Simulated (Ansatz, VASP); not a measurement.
Two plane-wave programs on C

Contents of INCAR:

```
PREC = Accurate
ENCUT = 520
EDIFF = 1E-7
ISMEAR = 0
SIGMA = 0.05
LREAL = False
LASPH = True
NELM = 100
ALGO = Normal
ISIF = 2
LWAVE = False
LCHARG = False
GGA = PE
NBANDS = 26
```

The input KPOINTS:

```
regular mesh
0
Gamma
  12 12 4
```

Contents of POSCAR:

```
C
1.0
    2.4971642856      0.0000000000      0.0000000000
   -1.2485821428      2.1626077088      0.0000000000
    0.0000000000      0.0000000000      8.2357629922
C
8
Direct
   -0.0027514005     -0.0055028011      0.0929732494
   -0.0027514005     -0.0055028011      0.5929732494
   -0.0027514005     -0.0055028011      0.4070267506
   -0.0027514005     -0.0055028011      0.9070267506
    0.3360847339      0.6721694677      0.1555299995
    0.6694180672      0.3388361344      0.6555299995
    0.3360847339      0.6721694677      0.3444700005
    0.6694180672      0.3388361344      0.8444700005
```

Input for Ansatz:

```yaml
crystal:
  lattice:
    - [2.4971642856, 0.0, 0.0]
    - [-1.2485821428, 2.1626077088, 0.0]
    - [0.0, 0.0, 8.2357629922]
  atoms:
    - { symbol: C, position: [-0.0027514005, -0.0055028011, 0.0929732494] }
    - { symbol: C, position: [-0.0027514005, -0.0055028011, 0.5929732494] }
    - { symbol: C, position: [-0.0027514005, -0.0055028011, 0.4070267506] }
    - { symbol: C, position: [-0.0027514005, -0.0055028011, 0.9070267506] }
    - { symbol: C, position: [0.3360847339, 0.6721694677, 0.1555299995] }
    - { symbol: C, position: [0.6694180672, 0.3388361344, 0.6555299995] }
    - { symbol: C, position: [0.3360847339, 0.6721694677, 0.3444700005] }
    - { symbol: C, position: [0.6694180672, 0.3388361344, 0.8444700005] }
basis:
  ecutwfc: 520.0
kpoints:
  mp_grid: { grid: [12, 12, 4] }
hamiltonian:
  xc: pbe
  pseudopotentials: { kind: paw, azcp: { folder: soft_1 } }
scf:
  occupations: { method: gaussian, width: 0.05 }
output:
  forces: true
  stress: true
  eigenvalues: true
```

Change from the starting cell: mode 14 frozen in at -0.012 Å, equal normal strain along x, y and z -0.0083.

Alike in both runs: task single point; functional PBE; k mesh 12 × 12 × 4; occupations gaussian, width 0.05 eV; no spin polarisation.

```csv
,VASP,Ansatz
version,VASP 6.6.1,Ansatz 0.2.0
potentials or method,"VASP PAW PBE potentials, release 64 (C), cutoff 520 eV","scalar-relativistic, plane waves, PAW"
valence electrons in the cell,32,32
```

VASP gave:

* gap on the k mesh at the Fermi level (eV): 4.52
* least direct gap on the mesh (eV): 5.24
* pressure (GPa): 12.3
* traceless stress, the component that is largest in VASP (GPa): 0.15
* rms of the force components (eV/Å): 0.460

Q: Estimate Ansatz's values.

A: gap on the k mesh at the Fermi level (eV): 4.53; least direct gap on the mesh (eV): 5.24; pressure (GPa): 11.6; traceless stress, the component that is largest in VASP (GPa): 0.14; rms of the force components (eV/Å): 0.456.

Atom by atom the forces differ by 0.004 eV/Å (rms over components). The functional is the same, so the differences come from potentials, cutoffs and numerics.
